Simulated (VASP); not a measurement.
# LiTlSe2 (P-4m2) in VASP: further runs

LiTlSe2 is run at these levels: r2SCAN, HSE06; tasks: single point.

Program: VASP 6.6.1. These are calculated values, not measurements. Logs are shortened: lines on timing, memory, paths and dates and some standing lists are left out, and cuts for length are marked.

## (1) The cell of the first run

The structure is tetragonal, space group P-4m2 (No. 115). Conventional cell: a = 4.264 Å, b = 4.264 Å, c = 5.980 Å, α = 90.00°, β = 90.00°, γ = 90.00°. Within 3.3 Å of Li (site symmetry -4m2) lie 4 Se at 2.53 Å. Within 3.3 Å of Se (site symmetry 2mm) lie 2 Li at 2.53 Å and 2 Tl at 2.68 Å. Within 3.5 Å of Tl (site symmetry -4m2) lie 4 Se at 2.68 Å.

## (2) Single point, r2SCAN

The input, POSCAR:

```
LiTlSe2
1.0
    4.2639248008      0.0000000000      0.0000000000
    0.0000000000      4.2639248008      0.0000000000
    0.0000000000      0.0000000000      5.9802486638
Li Se Tl
1 2 1
Direct
    0.0000000000      0.0000000000      0.0000000000
    0.0000000000      0.5000000000      0.2292133975
    0.5000000000      0.0000000000      0.7707866025
    0.5000000000      0.5000000000      0.5000000000
```

The input, INCAR.step1:

```
PREC = Accurate ; ENCUT = 520
ISMEAR = 0 ; SIGMA = 0.01
LREAL = False ; LASPH = True
NELM = 60 ; NBANDS = 22
GGA = PE ; ALGO = Normal
EDIFF = 1E-4 ; LWAVE = True
LCHARG = False
```

The input, INCAR.step2:

```
PREC = Accurate ; ENCUT = 520
EDIFF = 1E-7 ; ISMEAR = 0
SIGMA = 0.01 ; LREAL = False
LASPH = True ; NELM = 60
ALGO = Normal ; ISIF = 2
LWAVE = False ; LCHARG = False
METAGGA = R2SCAN ; LMIXTAU = True
NBANDS = 22 ; ISTART = 1
```

The input, KPOINTS:

```
Automatic mesh
0
Gamma
  4 4 2
```

Potentials or basis: VASP PAW PBE potentials, release 64 (Li_sv, Se, Tl_d).

Command:

```console
$ cat potpaw_PBE.64/Li_sv/POTCAR potpaw_PBE.64/Se/POTCAR potpaw_PBE.64/Tl_d/POTCAR > POTCAR
$ cp INCAR.step1 INCAR
$ mpirun -np 1 vasp_std > vasp.out
$ cp INCAR.step2 INCAR
$ mpirun -np 1 vasp_std > vasp.out
```

OUTCAR:

```text
PREC = Accurate
   ENCUT = 520
   EDIFF = 1E-7
   ISMEAR = 0
   LREAL = False
   LASPH = True
   NELM = 60
   ISIF = 2
   METAGGA = R2SCAN
   ISTART = 1

 ion  position               nearest neighbor table
   1  0.000  0.000  0.000-   2 2.53   3 2.53   2 2.53   3 2.53
   2  0.000  0.500  0.229-   1 2.53   1 2.53   4 2.68   4 2.68
   3  0.500  0.000  0.771-   1 2.53   1 2.53   4 2.68   4 2.68
   4  0.500  0.500  0.500-   2 2.68   3 2.68   3 2.68   2 2.68

  LATTYP: Found a simple tetragonal cell.
 ALAT       =     4.2639248008
 C/A-ratio  =     1.4025220761

  Lattice vectors:

 A1 = (   4.2639248008,   0.0000000000,   0.0000000000)
 A2 = (   0.0000000000,   4.2639248008,   0.0000000000)
 A3 = (   0.0000000000,   0.0000000000,   5.9802486638)

Analysis of symmetry for initial positions (statically):
=====================================================================
 Subroutine PRICEL returns:
 Original cell was already a primitive cell.

 Routine SETGRP: Setting up the symmetry group for a
 simple tetragonal supercell.

 Subroutine GETGRP returns: Found  8 space group operations
 (whereof  8 operations were pure point group operations)
 out of a pool of 16 trial point group operations.

The static configuration has the point symmetry D_2d.

Analysis of symmetry for dynamics (positions and initial velocities):
=====================================================================
 Subroutine PRICEL returns:
 Original cell was already a primitive cell.

 Routine SETGRP: Setting up the symmetry group for a
 simple tetragonal supercell.

 Subroutine GETGRP returns: Found  8 space group operations
 (whereof  8 operations were pure point group operations)
 out of a pool of 16 trial point group operations.

The dynamic configuration has the point symmetry D_2d.

 Subroutine INISYM returns: Found  8 space group operations
 (whereof  8 operations are pure point group operations),
 and found     1 'primitive' translations

----------------------------------------------------------------------------------------

                                     Primitive cell

  volume of cell :     108.7272

  direct lattice vectors                    reciprocal lattice vectors
     4.263924801  0.000000000  0.000000000     0.234525712  0.000000000  0.000000000
     0.000000000  4.263924801  0.000000000     0.000000000  0.234525712  0.000000000
     0.000000000  0.000000000  5.980248664     0.000000000  0.000000000  0.167217127

  length of vectors
     4.263924801  4.263924801  5.980248664     0.234525712  0.234525712  0.167217127

  position of ions in fractional coordinates (direct lattice)
     0.000000000  0.000000000  0.000000000
     0.000000000  0.500000000  0.229213397
     0.500000000  0.000000000  0.770786603
     0.500000000  0.500000000  0.500000000

  ion indices of the primitive-cell ions
   primitive index   ion index
                 1           1
                 2           2
                 3           3
                 4           4

----------------------------------------------------------------------------------------

 KPOINTS: Automatic mesh

Automatic generation of k-mesh.
 Grid dimensions read from file:
 generate k-points for:    4    4    2

 Generating k-lattice:

  Cartesian coordinates                     Fractional coordinates (reciprocal lattice)
     0.058631428  0.000000000  0.000000000     0.250000000  0.000000000  0.000000000
     0.000000000  0.058631428  0.000000000     0.000000000  0.250000000  0.000000000
     0.000000000  0.000000000  0.083608563     0.000000000  0.000000000  0.500000000

  Length of vectors
     0.058631428  0.058631428  0.083608563

  Shift w.r.t. Gamma in fractional coordinates (k-lattice)
     0.000000000  0.000000000  0.000000000

 Subroutine IBZKPT returns following result:
 ===========================================

 Found     12 irreducible k-points:

 Following reciprocal coordinates:
            Coordinates               Weight
  0.000000  0.000000  0.000000      1.000000
  0.250000  0.000000  0.000000      4.000000
  0.500000  0.000000  0.000000      2.000000
  0.250000  0.250000  0.000000      4.000000
  0.500000  0.250000  0.000000      4.000000
  0.500000  0.500000  0.000000      1.000000
  0.000000  0.000000  0.500000      1.000000
  0.250000  0.000000  0.500000      4.000000
  0.500000  0.000000  0.500000      2.000000
  0.250000  0.250000  0.500000      4.000000
  0.500000  0.250000  0.500000      4.000000
  0.500000  0.500000  0.500000      1.000000
   k-points           NKPTS =     12   k-points in BZ     NKDIM =     12   number of bands    NBANDS=     22
   number of dos      NEDOS =    301   number of ions     NIONS =      4
   total plane-waves  NPLWV =  49152
   dimension x,y,z NGX =    32 NGY =   32 NGZ =   48
   dimension x,y,z NGXF=    64 NGYF=   64 NGZF=   96
   ions per type =               1   2   1
   NGX,Y,Z   is equivalent  to a cutoff of  12.48, 12.48, 13.34 a.u.
   NGXF,Y,Z  is equivalent  to a cutoff of  24.95, 24.95, 26.69 a.u.
 SYSTEM =  unknown system
   PREC   = accura    normal or accurate (medium, high low for compatibility)
   ISTART =      1    job   : 0-new  1-cont  2-samecut
   ICHARG =      0    charge: 1-file 2-atom 10-const
   ISPIN  =      1    spin polarized calculation?
   LNONCOLLINEAR =      F non collinear calculations
   LSORBIT =      F    spin-orbit coupling
   LASPH  =      T    aspherical Exc in radial PAW
   ENCUT  =  520.0 eV  38.22 Ry    6.18 a.u.   7.93  7.93 11.12*2*pi/ulx,y,z
   NELM   =     60;   NELMIN=  2; NELMDL=  0     # of ELM steps
   EDIFF  = 0.1E-06   stopping-criterion for ELM
   LREAL  =      F    real-space projection
   EDIFFG = 0.1E-05   stopping-criterion for IOM
   NSW    =      0    number of steps for IOM
   IBRION =     -1    ionic relax: 0-MD 1-quasi-New 2-CG
   NFREE  =      0    steps in history (QN), initial steepest desc. (CG)
   ISIF   =      2    stress and relaxation
   ISYM   =      2    0-nonsym 1-usesym 2-fastsym
   POTIM  = 0.5000    time-step for ionic-motion
   TEBEG  =    0.0;   TEEND  =   0.0 temperature during run
   PSTRESS=    0.0 pullay stress
   NELECT =      28.0000    total number of electrons
   NUPDOWN=      -1.0000    fix difference up-down
   EMIN   =  10.00;   EMAX   =-10.00  energy-range for DOS
   EFERMI =   0.00;   METHOD = LEGACY
   ISMEAR =     0;   SIGMA  =   0.01  broadening in eV -4-tet -1-fermi 0-gaus
   EFERMI_NEDOS =   21; number of points for ismear=-14 and -15
   IALGO  =     38    algorithm
   IMIX   =      4    mixing-type and parameters
     AMIX     =   0.40;   BMIX     =  1.00
     AMIX_MAG =   1.60;   BMIX_MAG =  1.00
  volume/ion in A,a.u.               =      27.18       183.43
  Fermi-wavevector in a.u.,A,eV,Ry     =   1.041553  1.968250 14.760046  1.084833
  Thomas-Fermi vector in A             =   2.176179
   LORBIT       =      0    0 simple, 1 ext, 2 COOP (PROOUT), +10 PAW based schemes
   METAGGA = R2SCAN    functional components
   LHFCALC =     F    Hartree Fock is set to
   AEXX    =    0.0000 exact exchange contribution
   IVDW    =     0    specifies the selected vdW correction
   LEPSILON=     F    determine dielectric tensor
   LRPA    =     F    only Hartree local field effects (RPA)
 non-spin polarized calculation
 Gauss-broadening in eV      SIGMA  =   0.01
  energy-cutoff  :      520.00
  volume of cell :      108.73
 maximum number of plane-waves:      2944
 NGX is ok and might be reduce to    32
   NGX = 15   NGY = 15   NGZ = 23

 number of electron      27.9999999 magnetization

 Free energy of the ion-electron system (eV)
  ---------------------------------------------------
  ext. energy  EPLUGINS =         0.00000000
  ---------------------------------------------------
  free energy    TOTEN  =       -87.12584118 eV

  energy without entropy =      -87.12584118  energy(sigma->0) =      -87.12584118

 E-fermi :   1.5146     XC(G=0):  -8.8550

 val. band max:        1.4319189777   @ k =   0.0000   0.0000   0.0000
 cond. band min:       2.1394046272   @ k =   0.0000   0.0000   0.0000
 fundamental gap:      0.7074856494
 Fermi energy:         1.5146255728

 k-point     1 :       0.0000    0.0000    0.0000
  band No.  band energies     occupation
      1     -44.5422      2.00000
      2     -11.3969      2.00000
      3     -11.0972      2.00000
      4      -9.7329      2.00000
      5      -9.7329      2.00000
      6      -9.6011      2.00000
[... 14 lines left out ...]
     21      11.1599      0.00000
     22      12.9151      0.00000

 k-point     2 :       0.2500    0.0000    0.0000
  band No.  band energies     occupation
      1     -44.5421      2.00000
      2     -11.3051      2.00000
      3     -11.1112      2.00000
      4      -9.7289      2.00000
      5      -9.6421      2.00000
      6      -9.5288      2.00000
[... 14 lines left out ...]
     21      10.9193      0.00000
     22      11.2054      0.00000

 k-point     3 :       0.5000    0.0000    0.0000
  band No.  band energies     occupation
      1     -44.5420      2.00000
      2     -11.1978      2.00000
      3     -11.1507      2.00000
      4      -9.7248      2.00000
      5      -9.6080      2.00000
      6      -9.5284      2.00000
[... 14 lines left out ...]
     21      10.1224      0.00000
     22      10.6918      0.00000
[... 176 lines left out ...]
 k-point    11 :       0.5000    0.2500    0.5000
  band No.  band energies     occupation
      1     -44.5420      2.00000
      2     -11.1749      2.00000
      3     -11.1333      2.00000
      4      -9.6687      2.00000
      5      -9.5615      2.00000
      6      -9.5532      2.00000
[... 14 lines left out ...]
     21      10.3612      0.00000
     22      11.3470      0.00000

 k-point    12 :       0.5000    0.5000    0.5000
  band No.  band energies     occupation
      1     -44.5419      2.00000
      2     -11.1409      2.00000
      3     -11.1409      2.00000
      4      -9.5968      2.00000
      5      -9.5775      2.00000
      6      -9.5445      2.00000
[... 14 lines left out ...]
     21       9.7292      0.00000
     22      11.4064      0.00000

------------------------ aborting loop because EDIFF is reached ----------------------------------------

  FORCE on cell =-STRESS in cart. coord.  units (eV):
  Direction    XX          YY          ZZ          XY          YZ          ZX
  --------------------------------------------------------------------------------------
  -------------------------------------------------------------------------------------
  Total        0.0543385      0.0543385     -0.0598542      0.0000000      0.0000000     -0.0000000
  in kB        0.8007184      0.8007184     -0.8819961      0.0000000      0.0000000     -0.0000000
  external PRESSURE =       0.2398136 kB  Pullay stress =       0.0000000 kB

 VOLUME and BASIS-vectors are now :
 -----------------------------------------------------------------------------
  energy-cutoff  :      520.00
  volume of cell :      108.73
      direct lattice vectors                 reciprocal lattice vectors
     4.263924801  0.000000000  0.000000000     0.234525712  0.000000000  0.000000000
     0.000000000  4.263924801  0.000000000     0.000000000  0.234525712  0.000000000
     0.000000000  0.000000000  5.980248664     0.000000000  0.000000000  0.167217127

 POSITION                                       TOTAL-FORCE (eV/Angst)
 -----------------------------------------------------------------------------------
      0.00000      0.00000      0.00000         0.000000      0.000000      0.000000
      0.00000      2.13196      1.37075         0.000000      0.000000     -0.018216
      2.13196      0.00000      4.60950         0.000000      0.000000      0.018216
      2.13196      2.13196      2.99012         0.000000     -0.000000      0.000000
 -----------------------------------------------------------------------------------
    total drift:                                0.000000      0.000000     -0.000000

  FREE ENERGIE OF THE ION-ELECTRON SYSTEM (eV)
  ---------------------------------------------------
  free  energy   TOTEN  =       -87.1258411844 eV

  energy  without entropy=      -87.1258411844  energy(sigma->0) =      -87.12584118
```

It took 69 s on 1 thread of AMD EPYC 9R45 (Zen 5), shared host; peak memory 0.21 GiB.

What came out:

* Free energy: -87.1258 eV
* Largest force: 0.018 eV/Å
* Band gap on the k mesh: 0.71 eV

Forces in eV/Å, atoms in the order of the input:
```
Li   0.000  0.000  0.000
Se   0.000  0.000 -0.018
Se   0.000  0.000  0.018
Tl   0.000  0.000  0.000
```

Caveat: the k points lie up to 0.53 Å⁻¹ apart; the cutoff is under 1.25 times the usual one of these potentials, so pressure, stress and relaxed cells hold a basis-set (Pulay) error; the PAW data sets were made with another functional, which shifts forces and pressure a little; spin-orbit coupling is left out, which moves the levels of the heavy elements. A k mesh can miss the band edges.

## (3) Single point, HSE06

POSCAR is that of step 2.

The input, INCAR.step1:

```
  ALGO = Normal
  EDIFF = 1E-5
  ENCUT = 520
  GGA = PE
  ISIF = 2
  ISMEAR = 0
  LASPH = T
  LREAL = F
  LWAVE = T
  NBANDS = 22
  NELM = 60
  PREC = Accurate
  SIGMA = 0.01
```

The input, INCAR.step2:

```
  ALGO = Normal
  EDIFF = 1E-6
  ENCUT = 520
  GGA = PE
  HFSCREEN = 0.2079
  ISIF = 2
  ISMEAR = 0
  ISTART = 1
  LASPH = T
  LCHARG = T
  LELF = T
  LHFCALC = T
  LREAL = F
  LVHAR = T
  LWAVE = F
  NBANDS = 22
  NELM = 60
  PREC = Accurate
  PRECFOCK = Normal
  SIGMA = 0.01
```

The input, KPOINTS:

```
k-points
0
Gamma
  4 4 2
```

Potentials or basis: VASP PAW PBE potentials, release 64 (Li_sv, Se, Tl_d).

Command:

```console
$ cat potpaw_PBE.64/Li_sv/POTCAR potpaw_PBE.64/Se/POTCAR potpaw_PBE.64/Tl_d/POTCAR > POTCAR
$ cp INCAR.step1 INCAR
$ mpirun -np 1 vasp_std > vasp.out
$ cp INCAR.step2 INCAR
$ mpirun -np 1 vasp_std > vasp.out
```

Wall time 8.6 min (1 thread of AMD EPYC 9R45 (Zen 5), shared host); peak memory 0.33 GiB.

Results (log left out):

```yaml
Free_energy: -16.1878 eV
Largest_force: 0.125 eV/Å
Band_gap_on_the_k_mesh: 1.17 eV
```

Forces in eV/Å, atoms in the order of the input:
```
Li   0.000  0.000  0.000
Se   0.000  0.000  0.125
Se   0.000  0.000 -0.125
Tl   0.000  0.000  0.000
```

Levels at points of the mesh, in eV from the valence-band top:
```tsv
k point	band 11	band 12	band 13	band 14	band 15	band 16	band 17	band 18
(0.00, 0.00, 0.00)	-1.80	-0.17	0.00	0.00	1.17	4.10	6.09	6.79
(0.50, 0.00, 0.00)	-2.17	-1.79	-0.93	-0.58	3.07	6.36	6.50	7.25
(0.50, 0.50, 0.00)	-2.19	-1.78	-1.78	-1.24	2.43	4.08	4.08	7.40
(0.00, 0.00, 0.50)	-1.23	-1.23	-0.79	-0.79	2.89	4.21	5.93	7.70
(0.50, 0.00, 0.50)	-0.87	-0.85	-0.57	-0.57	1.53	5.82	6.64	7.17
(0.50, 0.50, 0.50)	-2.11	-2.11	-1.95	-1.68	4.06	6.16	6.16	7.98
```

Caveat: the k points lie up to 0.53 Å⁻¹ apart; the cutoff is under 1.25 times the usual one of these potentials, so pressure, stress and relaxed cells hold a basis-set (Pulay) error; the PAW data sets were made with another functional, which shifts forces and pressure a little; spin-orbit coupling is left out, which moves the levels of the heavy elements. A k mesh can miss the band edges.
